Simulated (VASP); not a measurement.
# KTa6 in VASP: notebook, part 2 of 2

VASP 6.6.1. Earlier steps stand in the parts before.

### 3 Single point, PBEsol

INCAR

```
SYSTEM = KTa6
  ALGO = Normal
  DIPOL = 0.5 0.5 0.352
  EDIFF = 1E-6
  ENCUT = 520
  GGA = PS
  IDIPOL = 3
  ISIF = 2
  ISMEAR = 0
  LASPH = .True.
  LCHARG = .True.
  LDIPOL = .True.
  LELF = .True.
  LREAL = .False.
  LVACPOTAV = .True.
  LVHAR = .True.
  LWAVE = .False.
  NBANDS = 46
  NELM = 80
  PREC = Accurate
  SIGMA = 0.1
```

KPOINTS

```
k-points
0
Gamma
  6 6 1
  0 0 0
```

POSCAR

```
KTa6
1.0
    4.6392671641      0.0000000000      0.0000000000
   -2.3196335820      4.0177232190      0.0000000000
    0.0000000000      0.0000000000     19.9438808521
Ta K
6 1
Direct
    0.6666666667      0.3333333333      0.2005627706
    0.3333333333      0.6666666667      0.2480453269
    0.0000000000      0.0000000000      0.2955278831
    0.6666666667      0.3333333333      0.3400187729
    0.3333333333      0.6666666667      0.3814681516
    0.0000000000      0.0000000000      0.4233820346
    0.8888888889      0.2222222222      0.5725008829
```

Potentials or basis: VASP PAW PBE potentials, release 64 (Ta_pv, K_sv).

Launch:

```console
cat potpaw_PBE.64/Ta_pv/POTCAR potpaw_PBE.64/K_sv/POTCAR > POTCAR
mpirun -np 1 vasp_std > vasp.out
```

OUTCAR:

```text
SYSTEM = KTa6
   EDIFF = 1E-6
   ENCUT = 520
   GGA = PS
   ISIF = 2
   ISMEAR = 0
   LASPH = .True.
   LREAL = .False.
   NELM = 80
   PREC = Accurate

 ion  position               nearest neighbor table
   1  0.667  0.333  0.201-   4 2.78   2 2.84   2 2.84   2 2.84   3 3.28   3 3.28   3 3.28
   2  0.333  0.667  0.248-   5 2.66   3 2.84   3 2.84   3 2.84   1 2.84   1 2.84   1 2.84   4 3.25
                             4 3.25   4 3.25
   3  0.000  0.000  0.296-   6 2.55   4 2.82   4 2.82   4 2.82   2 2.84   2 2.84   2 2.84   5 3.18
                             5 3.18   5 3.18   1 3.28   1 3.28   1 3.28
   4  0.667  0.333  0.340-   1 2.78   5 2.80   5 2.80   5 2.80   3 2.82   3 2.82   3 2.82   6 3.15
[... 1195 lines left out ...]
  in kB      -20.9779828    -21.5462180    -15.2570241     -1.3822437      2.7487365     -3.6369857
  external PRESSURE =     -19.2604083 kB  Pullay stress =       0.0000000 kB

 VOLUME and BASIS-vectors are now :
 -----------------------------------------------------------------------------
  energy-cutoff  :      520.00
  volume of cell :      371.74
      direct lattice vectors                 reciprocal lattice vectors
     4.639267164  0.000000000  0.000000000     0.215551285  0.124448593  0.000000000
    -2.319633582  4.017723219  0.000000000     0.000000000  0.248897185  0.000000000
     0.000000000  0.000000000 19.943880852     0.000000000  0.000000000  0.050140693

 POSITION                                       TOTAL-FORCE (eV/Angst)
 -----------------------------------------------------------------------------------
      2.31963      1.33924      4.00000        -0.005994      0.009568      1.786936
     -0.00000      2.67848      4.94699        -0.000159     -0.001820     -0.032367
      0.00000      0.00000      5.89397         0.011858     -0.016149     -1.827698
      2.31963      1.33924      6.78129        -0.001615      0.018007      0.073792
     -0.00000      2.67848      7.60796        -0.011422      0.007386      0.295582
      0.00000      0.00000      8.44388         0.294146     -0.241843     -0.304594
      3.60832      0.89283     11.41789        -0.286814      0.224851      0.008349
 -----------------------------------------------------------------------------------
    total drift:                               -0.000047      0.000041      0.000511

  FREE ENERGIE OF THE ION-ELECTRON SYSTEM (eV)
  ---------------------------------------------------
  free  energy   TOTEN  =       -69.5563897878 eV

  energy  without entropy=      -69.5183744555  energy(sigma->0) =      -69.53738212
```

OSZICAR:

```text
N       E                     dE             d eps       ncg     rms          rms(c)
DAV:   1     0.597126431213E+03    0.59713E+03   -0.40609E+04  2336   0.140E+03
DAV:   2    -0.423659667927E+02   -0.63949E+03   -0.62770E+03  2146   0.378E+02
DAV:   3    -0.766382350574E+02   -0.34272E+02   -0.33033E+02  2592   0.714E+01
[... 20 lines left out ...]
DAV:  24    -0.695563747312E+02   -0.12976E-04   -0.28548E-05  2064   0.150E-02    0.378E-03
DAV:  25    -0.695563810091E+02   -0.62779E-05   -0.39197E-06  1672   0.657E-03    0.223E-03
DAV:  26    -0.695563862625E+02   -0.52533E-05   -0.13724E-06  1488   0.566E-03    0.202E-03
DAV:  27    -0.695563889799E+02   -0.27174E-05   -0.10187E-06  1456   0.249E-03    0.132E-03
DAV:  28    -0.695563897878E+02   -0.80786E-06   -0.48186E-07  1438   0.212E-03
   1 F= -.69556390E+02 E0= -.69537382E+02  d E =-.380153E-01
```

stdout:

```text
POSCAR found type information on POSCAR TaK
 POSCAR found :  2 types and       7 ions
 scaLAPACK will be used
 -----------------------------------------------------------------------------
|                                                                             |
[... 39 lines left out ...]
|     field-free region was found. Please increase the size of  your cell     |
|     in the dimension of the dipole correction to obtain accurate            |
|     workfunction values.                                                    |
|                                                                             |
 -----------------------------------------------------------------------------
```

Run time: 8.8 min. Hardware: 1 thread of Intel Xeon 6975P-C (Granite Rapids), shared host; peak memory 0.61 GiB.

Results:

```
Free energy            : -69.5564 eV
Largest force          : 1.828 eV/Å
Band gap on the k mesh : zero (an odd number of electrons rules out a gap without spin polarisation)
```

Forces in eV/Å, atoms in the order of the input:
```
Ta  -0.006  0.010  1.787
Ta   0.000 -0.002 -0.032
Ta   0.012 -0.016 -1.828
Ta  -0.002  0.018  0.074
Ta  -0.011  0.007  0.296
Ta   0.294 -0.242 -0.305
K   -0.287  0.225  0.008
```

Levels at points of the mesh, in eV from the Fermi level:
| k point | band 35 | band 36 | band 37 | band 38 | band 39 | band 40 |
| --- | --- | --- | --- | --- | --- | --- |
| (0.00, 0.00, 0.00) | -0.96 | -0.95 | -0.40 | -0.39 | 0.13 | 0.18 |
| (0.50, 0.00, 0.00) | -0.95 | -0.69 | -0.28 | -0.04 | 0.10 | 0.83 |
| (0.00, 0.50, 0.00) | -0.95 | -0.68 | -0.28 | -0.02 | 0.10 | 0.83 |
| (0.50, 0.50, 0.00) | -0.95 | -0.69 | -0.29 | -0.03 | 0.12 | 0.82 |

Caveat: the PAW data sets were made with another functional, which shifts forces and pressure a little; spin-orbit coupling is left out, which moves the levels of the heavy elements.

### 4 Single point, PBEsol

INCAR

```
ALGO     = Normal         # electronic algorithm
DIPOL    = 0.5 0.5 0.350
EDIFF    = 1E-6           # SCF threshold, eV
ENCUT    = 520            # plane-wave cutoff, eV
GGA      = PS             # functional
IDIPOL   = 3            
ISIF     = 2              # what is computed and relaxed
ISMEAR   = 0              # smearing method
LASPH    = True           # aspherical terms in the spheres
LCHARG   = False          # write CHGCAR
LDIPOL   = True         
LREAL    = False          # projectors in reciprocal space
LWAVE    = False          # write WAVECAR
NBANDS   = 46             # bands
NELM     = 100            # most SCF steps
PREC     = Accurate       # precision mode
SIGMA    = 0.1            # smearing width, eV
```

KPOINTS

```
k-points
0
Gamma
  6 6 1
```

Changes to POSCAR since step 3:

```diff
@@ -14,2 +14,2 @@
     0.0000000000      0.0000000000      0.4233820346
-    0.8888888889      0.2222222222      0.5725008829
+    0.1111111111      0.4444444444      0.5634375406
```

Launch:

```console
cat potpaw_PBE.64/Ta_pv/POTCAR potpaw_PBE.64/K_sv/POTCAR > POTCAR
mpirun -np 1 vasp_std > vasp.out
```

It took 9.5 min on 1 thread of Intel Xeon 6975P-C (Granite Rapids), shared host; peak memory 0.61 GiB.

Results (log left out):

- Free energy: -69.6816 eV
- Largest force: 1.835 eV/Å
- Band gap on the k mesh: zero (an odd number of electrons rules out a gap without spin polarisation)

Forces in eV/Å, atoms in the order of the input:
```
Ta   0.002  0.019  1.782
Ta  -0.003 -0.006 -0.011
Ta  -0.004 -0.030 -1.835
Ta   0.018  0.047  0.066
Ta   0.001  0.028  0.147
Ta   0.085 -0.291 -0.166
K   -0.099  0.233  0.016
```

Levels at points of the mesh, in eV from the Fermi level:
| k point | band 35 | band 36 | band 37 | band 38 | band 39 | band 40 |
| --- | --- | --- | --- | --- | --- | --- |
| (0.00, 0.00, 0.00) | -0.97 | -0.96 | -0.41 | -0.40 | 0.14 | 0.22 |
| (0.50, 0.00, 0.00) | -0.96 | -0.70 | -0.30 | -0.06 | 0.09 | 0.83 |
| (0.00, 0.50, 0.00) | -0.96 | -0.68 | -0.29 | -0.02 | 0.09 | 0.82 |
| (0.50, 0.50, 0.00) | -0.96 | -0.70 | -0.30 | -0.03 | 0.10 | 0.83 |

Caveat: the PAW data sets were made with another functional, which shifts forces and pressure a little; spin-orbit coupling is left out, which moves the levels of the heavy elements.

### 5 Single point, PBEsol

INCAR

```
SYSTEM = KTa6
PREC = Accurate
ENCUT = 520
EDIFF = 1E-7
ISMEAR = 0
SIGMA = 0.1
LREAL = .FALSE.
LASPH = .TRUE.
NELM = 100
ALGO = Normal
ISIF = 2
LWAVE = .FALSE.
LCHARG = .TRUE.
LDIPOL = .TRUE.
IDIPOL = 3
DIPOL = 0.5 0.5 0.349
GGA = PS
LELF = .TRUE.
LVHAR = .TRUE.
LVACPOTAV = .TRUE.
NBANDS = 46
```

KPOINTS

```
regular mesh
0
G
  6 6 1
  0 0 0
```

Changes to POSCAR since step 4:

```diff
@@ -14,2 +14,2 @@
     0.0000000000      0.0000000000      0.4233820346
-    0.1111111111      0.4444444444      0.5634375406
+    0.4444444444      0.1111111111      0.5557901137
```

Launch:

```console
cat potpaw_PBE.64/Ta_pv/POTCAR potpaw_PBE.64/K_sv/POTCAR > POTCAR
mpirun -np 1 vasp_std > vasp.out
```

Wall time 8.3 min (1 thread of Intel Xeon 6975P-C (Granite Rapids), shared host); peak memory 0.61 GiB.

The run converged. Its results:

- Free energy: -69.7435 eV
- Largest force: 1.824 eV/Å
- Band gap on the k mesh: zero (an odd number of electrons rules out a gap without spin polarisation)

Forces in eV/Å, atoms in the order of the input:
```
Ta   0.011 -0.006  1.762
Ta  -0.002  0.004 -0.013
Ta  -0.022  0.013 -1.824
Ta   0.020 -0.034  0.073
Ta   0.029 -0.004  0.295
Ta  -0.392 -0.156 -0.314
K    0.356  0.183  0.021
```

Levels at points of the mesh, in eV from the Fermi level:
```tsv
k point	band 35	band 36	band 37	band 38	band 39	band 40
(0.00, 0.00, 0.00)	-0.98	-0.97	-0.42	-0.41	0.13	0.21
(0.50, 0.00, 0.00)	-0.97	-0.71	-0.31	-0.04	0.12	0.79
(0.00, 0.50, 0.00)	-0.97	-0.72	-0.30	-0.07	0.09	0.81
(0.50, 0.50, 0.00)	-0.97	-0.70	-0.30	-0.02	0.09	0.79
```

Caveat: the PAW data sets were made with another functional, which shifts forces and pressure a little; spin-orbit coupling is left out, which moves the levels of the heavy elements.

### 6 The runs side by side

| cell | gap on the mesh (eV) | largest force (eV/Å) |
| --- | --- | --- |
| as given, atomic positions A | none | 1.83 |
| as given, atomic positions B | none | 1.83 |
| as given, atomic positions C | none | 1.84 |
| as given, atomic positions D | none | 1.82 |

Alike in all rows: task single point; level PBEsol; potentials or basis VASP PAW PBE potentials, release 64 (Ta_pv, K_sv); no spin polarisation; k mesh 6 × 6 × 1; cutoff (eV) 520; smearing gaussian 0.1 eV.

Caveats: the PAW data sets were made with another functional, which shifts forces and pressure a little; spin-orbit coupling is left out, which moves the levels of the heavy elements.

Total energies depend on the potentials used, so only differences within one code and one set of settings carry meaning.
